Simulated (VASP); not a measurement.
SiGe2, 3 atoms in the cell. Symmetry: P6/mmm, No. 191, hexagonal system. Conventional cell: a = 2.804 Å, b = 2.804 Å, c = 7.898 Å, α = 90.00°, β = 90.00°, γ = 120.00°. Within 3.5 Å of Si (site symmetry 6/mmm) lie 2 Ge at 2.63 Å and 6 Si at 2.80 Å. Ge (site symmetry 6mm) has 1 Si at 2.63 Å and 7 Ge at 2.63 to 2.80 Å within 3.5 Å. 

* Program: VASP 6.6.1
* Task: relaxation of cell and atoms
* Functional: PBE
* Potentials or basis: VASP PAW PBE potentials, release 64 (Si, Ge_d)
* Cutoff: 600 eV
* k mesh: 6 × 6 × 2
* Occupations: gaussian, width 0.1 eV
* Spin: no spin polarisation
* Dipole correction: no
* Further INCAR settings: ALGO = Normal; EDIFF = 1e-07; IBRION = 2; EDIFFG = -0.04; NSW = 90; ISIF = 3

Potentials or basis: VASP PAW PBE potentials, release 64 (Si, Ge_d).

Command:

```sh
$ cat potpaw_PBE.64/Si/POTCAR potpaw_PBE.64/Ge_d/POTCAR > POTCAR
$ mpirun -np 1 vasp_std > vasp.out
```

Hardware: 1 thread of Intel Xeon 6975P-C (shared host).

Question: Estimate the wall time of this run.

Answer: Wall time 70 s on 1 thread of Intel Xeon 6975P-C, with other jobs on the host, peak memory 0.2 GiB. Counts: scf iterations 61, k points 14, ion steps 7.
